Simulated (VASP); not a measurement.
# SnSe (F-43m) in VASP: electric field gradients with PBE

Aim: the electric field gradients of SnSe with PBE.

All numbers are computed with VASP 6.6.1; they aren't measurements. Logs are shortened: lines on timing, memory, paths and dates and some standing lists are left out, and cuts for length are marked.

## (1) The cell of the first run

The structure is cubic, space group F-43m (No. 216). Conventional cell: a = 6.782 Å, b = 6.782 Å, c = 6.782 Å, α = 90.00°, β = 90.00°, γ = 90.00°. Sn (site symmetry -43m) has 4 Se at 2.94 Å within 3.9 Å. Se (site symmetry -43m) has 4 Sn at 2.94 Å within 3.9 Å.

## (2) Electric field gradients, PBE

Input file INCAR:

```
PREC = Accurate ; ENCUT = 400
EDIFF = 1E-8 ; ISMEAR = -1
SIGMA = 0.05 ; LREAL = F
LASPH = T ; NELM = 120
ALGO = Normal ; ISIF = 2
LWAVE = F ; LCHARG = F
GGA = PE ; LEFG = T
NBANDS = 17 ; GGA_COMPAT = F
```

Input file KPOINTS:

```
regular mesh
0
Gamma
  7 7 7
```

Input file POSCAR:

```
SnSe
1.0
    0.0000000000      3.3908400000      3.3908400000
    3.3908400000      0.0000000000      3.3908400000
    3.3908400000      3.3908400000      0.0000000000
Sn Se
1 1
Direct
    0.0000000000      0.0000000000      0.0000000000
    0.7500000000      0.7500000000      0.7500000000
```

Potentials or basis: VASP PAW PBE potentials, release 64 (Sn_d, Se).

Command:

```bash
cat potpaw_PBE.64/Sn_d/POTCAR potpaw_PBE.64/Se/POTCAR > POTCAR
mpirun -np 1 vasp_std > vasp.out
```

OUTCAR:

```text
PREC = Accurate
   ENCUT = 400
   EDIFF = 1E-8
   ISMEAR = -1
   LREAL = F
   LASPH = T
   NELM = 120
   ISIF = 2
   GGA = PE

 ion  position               nearest neighbor table
   1  0.000  0.000  0.000-   2 2.94   2 2.94   2 2.94   2 2.94
   2  0.750  0.750  0.750-   1 2.94   1 2.94   1 2.94   1 2.94

  LATTYP: Found a face centered cubic cell.
 ALAT       =     6.7816800000

  Lattice vectors:

 A1 = (   0.0000000000,   3.3908400000,   3.3908400000)
 A2 = (   3.3908400000,   0.0000000000,   3.3908400000)
 A3 = (   3.3908400000,   3.3908400000,   0.0000000000)

Analysis of symmetry for initial positions (statically):
=====================================================================
 Subroutine PRICEL returns:
 Original cell was already a primitive cell.

 Routine SETGRP: Setting up the symmetry group for a
 face centered cubic supercell.

 Subroutine GETGRP returns: Found 24 space group operations
 (whereof 24 operations were pure point group operations)
 out of a pool of 48 trial point group operations.

The static configuration has the point symmetry T_d .

Analysis of symmetry for dynamics (positions and initial velocities):
=====================================================================
 Subroutine PRICEL returns:
 Original cell was already a primitive cell.

 Routine SETGRP: Setting up the symmetry group for a
 face centered cubic supercell.

 Subroutine GETGRP returns: Found 24 space group operations
 (whereof 24 operations were pure point group operations)
 out of a pool of 48 trial point group operations.

The dynamic configuration has the point symmetry T_d .

 Subroutine INISYM returns: Found 24 space group operations
 (whereof 24 operations are pure point group operations),
 and found     1 'primitive' translations

----------------------------------------------------------------------------------------

                                     Primitive cell

  volume of cell :      77.9744

  direct lattice vectors                    reciprocal lattice vectors
     0.000000000  3.390840000  3.390840000    -0.147456088  0.147456088  0.147456088
     3.390840000  0.000000000  3.390840000     0.147456088 -0.147456088  0.147456088
     3.390840000  3.390840000  0.000000000     0.147456088  0.147456088 -0.147456088

  length of vectors
     4.795371916  4.795371916  4.795371916     0.255401436  0.255401436  0.255401436

  position of ions in fractional coordinates (direct lattice)
     0.000000000  0.000000000  0.000000000
     0.750000000  0.750000000  0.750000000

  ion indices of the primitive-cell ions
   primitive index   ion index
                 1           1
                 2           2

----------------------------------------------------------------------------------------

 KPOINTS: regular mesh

Automatic generation of k-mesh.
 Grid dimensions read from file:
 generate k-points for:    7    7    7

 Generating k-lattice:

  Cartesian coordinates                     Fractional coordinates (reciprocal lattice)
    -0.021065155  0.021065155  0.021065155     0.142857143  0.000000000  0.000000000
     0.021065155 -0.021065155  0.021065155     0.000000000  0.142857143  0.000000000
     0.021065155  0.021065155 -0.021065155     0.000000000  0.000000000  0.142857143

  Length of vectors
     0.036485919  0.036485919  0.036485919

  Shift w.r.t. Gamma in fractional coordinates (k-lattice)
     0.000000000  0.000000000  0.000000000

 Subroutine IBZKPT returns following result:
 ===========================================

 Found     20 irreducible k-points:

 Following reciprocal coordinates:
            Coordinates               Weight
  0.000000  0.000000  0.000000      1.000000
  0.142857  0.000000  0.000000      8.000000
  0.285714  0.000000  0.000000      8.000000
  0.428571  0.000000  0.000000      8.000000
  0.142857  0.142857  0.000000      6.000000
  0.285714  0.142857  0.000000     24.000000
[... 12 lines left out ...]
 -0.428571  0.428571  0.142857     24.000000
 -0.285714  0.428571  0.142857     24.000000
   k-points           NKPTS =     20   k-points in BZ     NKDIM =     20   number of bands    NBANDS=     17
   number of dos      NEDOS =    301   number of ions     NIONS =      2
   total plane-waves  NPLWV =  32768
   dimension x,y,z NGX =    32 NGY =   32 NGZ =   32
   dimension x,y,z NGXF=    64 NGYF=   64 NGZF=   64
   ions per type =               1   1
   NGX,Y,Z   is equivalent  to a cutoff of  11.09, 11.09, 11.09 a.u.
   NGXF,Y,Z  is equivalent  to a cutoff of  22.19, 22.19, 22.19 a.u.
 SYSTEM =  unknown system
   PREC   = accura    normal or accurate (medium, high low for compatibility)
   ISTART =      0    job   : 0-new  1-cont  2-samecut
   ICHARG =      2    charge: 1-file 2-atom 10-const
   ISPIN  =      1    spin polarized calculation?
   LNONCOLLINEAR =      F non collinear calculations
   LSORBIT =      F    spin-orbit coupling
   LASPH  =      T    aspherical Exc in radial PAW
   ENCUT  =  400.0 eV  29.40 Ry    5.42 a.u.   7.82  7.82  7.82*2*pi/ulx,y,z
   NELM   =    120;   NELMIN=  2; NELMDL= -5     # of ELM steps
   EDIFF  = 0.1E-07   stopping-criterion for ELM
   LREAL  =      F    real-space projection
   EDIFFG = 0.1E-06   stopping-criterion for IOM
   NSW    =      0    number of steps for IOM
   IBRION =     -1    ionic relax: 0-MD 1-quasi-New 2-CG
   NFREE  =      0    steps in history (QN), initial steepest desc. (CG)
   ISIF   =      2    stress and relaxation
   ISYM   =      2    0-nonsym 1-usesym 2-fastsym
   POTIM  = 0.5000    time-step for ionic-motion
   TEBEG  =    0.0;   TEEND  =   0.0 temperature during run
   PSTRESS=    0.0 pullay stress
   NELECT =      20.0000    total number of electrons
   NUPDOWN=      -1.0000    fix difference up-down
   EMIN   =  10.00;   EMAX   =-10.00  energy-range for DOS
   EFERMI =   0.00;   METHOD = LEGACY
   ISMEAR =    -1;   SIGMA  =   0.05  broadening in eV -4-tet -1-fermi 0-gaus
   EFERMI_NEDOS =   21; number of points for ismear=-14 and -15
   IALGO  =     38    algorithm
   IMIX   =      4    mixing-type and parameters
     AMIX     =   0.40;   BMIX     =  1.00
     AMIX_MAG =   1.60;   BMIX_MAG =  1.00
  volume/ion in A,a.u.               =      38.99       263.10
  Fermi-wavevector in a.u.,A,eV,Ry     =   1.040162  1.965621 14.720638  1.081936
  Thomas-Fermi vector in A             =   2.174725
   LORBIT       =      0    0 simple, 1 ext, 2 COOP (PROOUT), +10 PAW based schemes
   GGA     = PE    functional components
   LHFCALC =     F    Hartree Fock is set to
   AEXX    =    0.0000 exact exchange contribution
   IVDW    =     0    specifies the selected vdW correction
   LEPSILON=     F    determine dielectric tensor
   LRPA    =     F    only Hartree local field effects (RPA)
 non-spin polarized calculation
  energy-cutoff  :      400.00
  volume of cell :       77.97
 maximum number of plane-waves:      1427
   NGX = 15   NGY = 15   NGZ = 15

 number of electron      19.9999989 magnetization

 Free energy of the ion-electron system (eV)
  ---------------------------------------------------
  ext. energy  EPLUGINS =         0.00000000
  ---------------------------------------------------
  free energy    TOTEN  =        -7.75510020 eV

  energy without entropy =       -7.75367318  energy(sigma->0) =       -7.75438669

 E-fermi :   2.7867     XC(G=0):  -7.7353

 val. band max:        2.5962220909   @ k =  -0.2857   0.4286   0.1429
 cond. band min:       2.8984330572   @ k =   0.4286   0.4286   0.0000
 fundamental gap:      0.3022109663
 Fermi energy:         2.7867311653

 k-point     1 :       0.0000    0.0000    0.0000
  band No.  band energies     occupation
      1     -18.9750      2.00000
      2     -18.9750      2.00000
      3     -18.9750      2.00000
      4     -18.9642      2.00000
      5     -18.9642      2.00000
      6     -10.3428      2.00000
[... 9 lines left out ...]
     16      10.2334      0.00000
     17      11.3926      0.00000

 k-point     2 :       0.1429    0.0000    0.0000
  band No.  band energies     occupation
      1     -18.9755      2.00000
      2     -18.9744      2.00000
      3     -18.9744      2.00000
      4     -18.9641      2.00000
      5     -18.9641      2.00000
      6     -10.2699      2.00000
[... 9 lines left out ...]
     16       9.6915      0.00000
     17      10.8977      0.00000

 k-point     3 :       0.2857    0.0000    0.0000
  band No.  band energies     occupation
      1     -18.9768      2.00000
      2     -18.9734      2.00000
      3     -18.9734      2.00000
      4     -18.9639      2.00000
      5     -18.9639      2.00000
      6     -10.0925      2.00000
[... 9 lines left out ...]
     16       9.5841      0.00000
     17      11.0815      0.00000

 k-point     4 :       0.4286    0.0000    0.0000
  band No.  band energies     occupation
      1     -18.9778      2.00000
      2     -18.9727      2.00000
      3     -18.9727      2.00000
      4     -18.9635      2.00000
      5     -18.9635      2.00000
      6      -9.9333      2.00000
[... 9 lines left out ...]
     16      10.3143      0.00000
     17      10.4972      0.00000

 k-point     5 :       0.1429    0.1429    0.0000
  band No.  band energies     occupation
      1     -18.9764      2.00000
      2     -18.9739      2.00000
      3     -18.9739      2.00000
      4     -18.9645      2.00000
      5     -18.9638      2.00000
      6     -10.2454      2.00000
[... 9 lines left out ...]
     16      10.4571      0.00000
     17      11.8764      0.00000

 k-point     6 :       0.2857    0.1429    0.0000
  band No.  band energies     occupation
      1     -18.9776      2.00000
      2     -18.9729      2.00000
      3     -18.9727      2.00000
      4     -18.9646      2.00000
      5     -18.9634      2.00000
      6     -10.1014      2.00000
[... 9 lines left out ...]
     16      10.4144      0.00000
     17      11.6498      0.00000
[... 201 lines left out ...]
 k-point    17 :       0.4286    0.2857    0.1429
  band No.  band energies     occupation
      1     -18.9787      2.00000
      2     -18.9721      2.00000
      3     -18.9716      2.00000
      4     -18.9647      2.00000
      5     -18.9632      2.00000
      6      -9.9582      2.00000
[... 9 lines left out ...]
     16      10.7047      0.00000
     17      12.3100      0.00000

 k-point    18 :      -0.4286    0.2857    0.1429
  band No.  band energies     occupation
      1     -18.9790      2.00000
      2     -18.9720      2.00000
      3     -18.9707      2.00000
      4     -18.9644      2.00000
      5     -18.9632      2.00000
      6      -9.8329      2.00000
[... 9 lines left out ...]
     16      10.8997      0.00000
     17      11.8079      0.00000

 k-point    19 :      -0.4286    0.4286    0.1429
  band No.  band energies     occupation
      1     -18.9807      2.00000
      2     -18.9708      2.00000
      3     -18.9696      2.00000
      4     -18.9652      2.00000
      5     -18.9627      2.00000
      6      -9.7784      2.00000
[... 9 lines left out ...]
     16      11.5493      0.00000
     17      12.2127      0.00000

 k-point    20 :      -0.2857    0.4286    0.1429
  band No.  band energies     occupation
      1     -18.9798      2.00000
      2     -18.9717      2.00000
      3     -18.9696      2.00000
      4     -18.9647      2.00000
      5     -18.9631      2.00000
      6      -9.7625      2.00000
[... 9 lines left out ...]
     16      11.0127      0.00000
     17      12.4724      0.00000

------------------------ aborting loop because EDIFF is reached ----------------------------------------

  FORCE on cell =-STRESS in cart. coord.  units (eV):
  Direction    XX          YY          ZZ          XY          YZ          ZX
  --------------------------------------------------------------------------------------
  -------------------------------------------------------------------------------------
  Total       -0.0274149     -0.0274149     -0.0274149      0.0000000      0.0000000     -0.0000000
  in kB       -0.5633081     -0.5633081     -0.5633081      0.0000000      0.0000000     -0.0000000
  external PRESSURE =      -0.5633081 kB  Pullay stress =       0.0000000 kB

 VOLUME and BASIS-vectors are now :
 -----------------------------------------------------------------------------
  energy-cutoff  :      400.00
  volume of cell :       77.97
      direct lattice vectors                 reciprocal lattice vectors
     0.000000000  3.390840000  3.390840000    -0.147456088  0.147456088  0.147456088
     3.390840000  0.000000000  3.390840000     0.147456088 -0.147456088  0.147456088
     3.390840000  3.390840000  0.000000000     0.147456088  0.147456088 -0.147456088

 POSITION                                       TOTAL-FORCE (eV/Angst)
 -----------------------------------------------------------------------------------
      0.00000      0.00000      0.00000         0.000000     -0.000000      0.000000
      5.08626      5.08626      5.08626        -0.000000      0.000000     -0.000000
 -----------------------------------------------------------------------------------
    total drift:                               -0.000000     -0.000000     -0.000000

  FREE ENERGIE OF THE ION-ELECTRON SYSTEM (eV)
  ---------------------------------------------------
  free  energy   TOTEN  =        -7.7551001986 eV

  energy  without entropy=       -7.7536731754  energy(sigma->0) =       -7.75438669

 Electric field gradients (V/A^2)
---------------------------------------------------------------------
 ion       V_xx      V_yy      V_zz      V_xy      V_xz      V_yz
---------------------------------------------------------------------
   1      -0.000     0.000    -0.000     0.003     0.003     0.003
   2      -0.000     0.000    -0.000    -0.000    -0.000    -0.000
---------------------------------------------------------------------

 Electric field gradients after diagonalization (V/A^2)
 (convention: |V_zz| > |V_xx| > |V_yy|)
----------------------------------------------------------------------
 ion       V_xx      V_yy      V_zz     asymmetry (V_yy - V_xx)/ V_zz
----------------------------------------------------------------------
   1      -0.003    -0.003     0.006       0.000
   2       0.000     0.000    -0.001       0.000
----------------------------------------------------------------------

           NMR quadrupolar parameters

 Cq : quadrupolar parameter    Cq=e*Q*V_zz/h
 eta: asymmetry parameters     (V_yy - V_xx)/ V_zz
 Q  : nuclear electric quadrupole moment in mb (millibarn)
----------------------------------------------------------------------
 ion       Cq(MHz)       eta       Q (mb)
----------------------------------------------------------------------
   1       0.000       0.000       1.000
   2      -0.000       0.000       1.000
----------------------------------------------------------------------
```

Wall time 18 s (1 thread of Intel Xeon Platinum 8375C at 2.90GHz (Ice Lake), shared host); peak memory 0.17 GiB.

Results:

```
Free energy            : -7.7551 eV
Pressure               : -0.1 GPa
Band gap on the k mesh : 0.30 eV, indirect (least direct gap 0.73 eV)
```

Levels at points of the mesh, in eV from the valence-band top:
| k point | band 6 | band 7 | band 8 | band 9 | band 10 | band 11 | band 12 | band 13 | band 14 | band 15 |
| --- | --- | --- | --- | --- | --- | --- | --- | --- | --- | --- |
| (0.00, 0.00, 0.00) | -12.94 | -5.17 | -2.02 | -2.02 | -2.02 | 1.68 | 1.68 | 1.68 | 5.00 | 7.64 |

Caveat: without QUAD_EFG the Cq values of the log hold for a quadrupole moment of 1 mb, not for the nuclei; spin-orbit coupling is left out, which moves the levels of the heavy elements. A k mesh can miss the band edges.
